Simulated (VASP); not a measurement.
HfO2:

```xyz
12
Lattice="5.1853 0.0000 0.0000 0.0000 5.2539 0.0000 -0.8700 0.0000 5.2825" Properties=species:S:1:pos:R:3 pbc="T T T"
Hf    0.8126    2.4184    3.7400
Hf    3.0678    5.0454    4.1837
Hf    3.5028    2.8356    1.5425
Hf    1.2476    0.2086    1.0988
O    -0.3518    0.8848    4.4727
O     4.2323    3.5117    3.4510
O     4.6672    4.3692    0.8098
O     0.0831    1.7422    1.8314
O     1.4740    3.8979    5.1774
O     2.4064    1.2709    2.7464
O     2.8414    1.3560    0.1051
O     1.9090    3.9830    2.5361
```

Base run:

```yaml
Program: VASP 6.6.1
Functional: PBEsol
Dispersion: D3(BJ)
Potentials_or_basis: VASP PAW PBE potentials, release 64 (Hf_pv, O)
Cutoff: 520 eV
k_mesh: 5 × 5 × 5
Occupations: fermi-dirac, width 0.05 eV
Spin: no spin polarisation
```

Its results: band gap on the k mesh 3.93 eV (least direct gap 4.00 eV); pressure -15.9 GPa; largest force 0.359 eV/Å.

Question: The run is repeated on the same cell with these changes: functional from PBEsol to BLYP; dispersion from D3(BJ) to none. What comes out?

Answer: Band gap on the k mesh 4.06 eV (least direct gap 4.13 eV); pressure -0.1 GPa; largest force 0.393 eV/Å.

Several settings changed at once.

Caveats: the PAW data sets were made with another functional, which shifts forces and pressure a little; spin-orbit coupling is left out, which moves the levels of the heavy elements; the cell stands under tension (at least some runs).

A k mesh can miss the band edges.
